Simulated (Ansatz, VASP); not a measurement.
# Two plane-wave programs on Na4SrCaSi2

```
CELL_PARAMETERS angstrom
5.19097 0.00000 0.00000
0.00000 5.19097 0.00000
0.00000 0.00000 7.28000
ATOMIC_POSITIONS crystal
Sr 0.00000 0.00000 0.00000
Ca 0.50000 0.50000 0.50000
Si 0.00000 0.50000 0.25768
Si 0.50000 0.00000 0.74232
Na 0.00000 0.00000 0.50000
Na 0.50000 0.50000 0.00000
Na 0.00000 0.50000 0.74312
Na 0.50000 0.00000 0.25688
```

Alike in both runs: task single point; functional PBEsol; k mesh 5 × 5 × 4; occupations gaussian, width 0.01 eV; no spin polarisation.

|  | VASP | Ansatz |
| --- | --- | --- |
| version | VASP 6.6.1 | Ansatz 0.2.0 |
| potentials or method | VASP PAW PBE potentials, release 64 (Sr_sv, Ca_sv, Si, Na_pv) | Ansatz PAW |
| plane-wave cutoff (eV) | 520 | 420 |
| valence electrons in the cell | 56 | 64 |

|  | VASP | Ansatz | Ansatz less VASP |
| --- | --- | --- | --- |
| gap on the k mesh at the Fermi level (eV) | 0.16 | 0.16 | +0.002 |
| least direct gap on the mesh (eV) | 0.31 | 0.31 | 0.000 |
| pressure (GPa) | 0.9 | 0.8 | -0.06 |
| traceless stress, the component that is largest in VASP (GPa) | 0.09 | 0.09 | -0.001 |
| rms of the force components (eV/Å) | 0.029 | 0.029 | +0.0004 |

VASP's potentials were made for PBE, not for PBEsol. Atom by atom the forces differ by 0.001 eV/Å (rms over components). VASP's potentials hold 56 valence electrons a cell and Ansatz's 64, so a difference there can come from the potentials and not from the codes.

Noted on Ansatz's run: odd divisions of the mesh miss points on the zone boundary, where band edges often lie, so the gap on the mesh can be too wide.
